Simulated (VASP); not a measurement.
Set up this calculation in VASP 6.6.1, as the native input.

| Property | Result |
| --- | --- |
| Task | single point |
| Functional | revPBE |
| Potentials or basis | VASP PAW PBE potentials, release 64 (Fe) |
| Cutoff | 520 eV |
| k mesh | 15 × 15 × 15 |
| Occupations | fermi-dirac, width 0.05 eV |
| Spin | collinear spin, ferromagnetic start |
| Starting moments | [2.5] μB |
| Dipole correction | no |
| Further INCAR settings | ALGO = Normal; EDIFF = 1e-06; NBANDS = 14 |

The structure of Fe lies in POSCAR:

```
Fe
1.0
   -1.4263849747      1.4263849747      1.4263849747
    1.4263849747     -1.4263849747      1.4263849747
    1.4263849747      1.4263849747     -1.4263849747
Fe
1
Direct
    0.0000000000      0.0000000000      0.0000000000
```

These files were run (other wordings do the same):

INCAR

```
SYSTEM = Fe
PREC = Accurate ; ENCUT = 520
EDIFF = 1E-6 ; ISMEAR = -1
SIGMA = 0.05 ; LREAL = .FALSE.
LASPH = .TRUE. ; NELM = 150
ALGO = Normal ; ISIF = 2
LWAVE = .FALSE. ; LCHARG = .TRUE.
ISPIN = 2 ; MAGMOM = 2.5
LORBIT = 11 ; LMAXMIX = 4
GGA = RE ; LELF = .TRUE.
LVHAR = .TRUE. ; NBANDS = 14
```

KPOINTS

```
regular mesh
0
G
  15 15 15
  0 0 0
```

Potentials or basis: VASP PAW PBE potentials, release 64 (Fe).

The run is started by

```sh
$ cat potpaw_PBE.64/Fe/POTCAR > POTCAR
$ mpirun -np 1 vasp_std > vasp.out
```

It gave:

```json
{
 "Pressure": "0.2 GPa",
 "Net moment": "2.23 μB per cell",
 "Site moments": "Fe +2.24 μB",
 "Valence electrons inside the program's atomic spheres": "Fe 7.22"
}
```

Caveat: the PAW data sets were made with another functional, which shifts forces and pressure a little.

Run time: 28 s on 1 thread of Intel(R) Xeon(R) Platinum 8259CL CPU @ 2.50GHz (Skylake/Cascade Lake), with other jobs on the host, peak memory 0.15 GiB.
